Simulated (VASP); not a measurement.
A run of VASP 6.6.1 is set up as follows.

Contents of INCAR:

```
SYSTEM = SrO
PREC = Accurate
ENCUT = 520
EDIFF = 1E-6
ISMEAR = -1
SIGMA = 0.03
LREAL = .False.
LASPH = .True.
NELM = 60
ALGO = Normal
ISIF = 2
LWAVE = .False.
LCHARG = .False.
GGA = PE
NBANDS = 15
```

The input KPOINTS:

```
regular mesh
0
Gamma
  4 4 4
  0 0 0
```

File POSCAR:

```
SrO
1.0
    0.0000000000      2.5698000000      2.5698000000
    2.5698000000      0.0000000000      2.5698000000
    2.5698000000      2.5698000000      0.0000000000
Sr O
1 1
Direct
    0.0000000000      0.0000000000      0.0000000000
    0.5000000000      0.5000000000      0.5000000000
```

Potentials or basis: VASP PAW PBE potentials, release 64 (Sr_sv, O).

Command:

```bash
$ cat potpaw_PBE.64/Sr_sv/POTCAR potpaw_PBE.64/O/POTCAR > POTCAR
$ mpirun -np 1 vasp_std > vasp.out
```

Task: Estimate the band gap on the k mesh.

Result: 3.26 eV, indirect (least direct gap 3.35 eV).

Task: Estimate the pressure.

Result: 3.5 GPa.

Caveat: the k points lie up to 0.53 Å⁻¹ apart. Expect the measured gap to be larger: semilocal functionals such as PBE lack the derivative discontinuity.
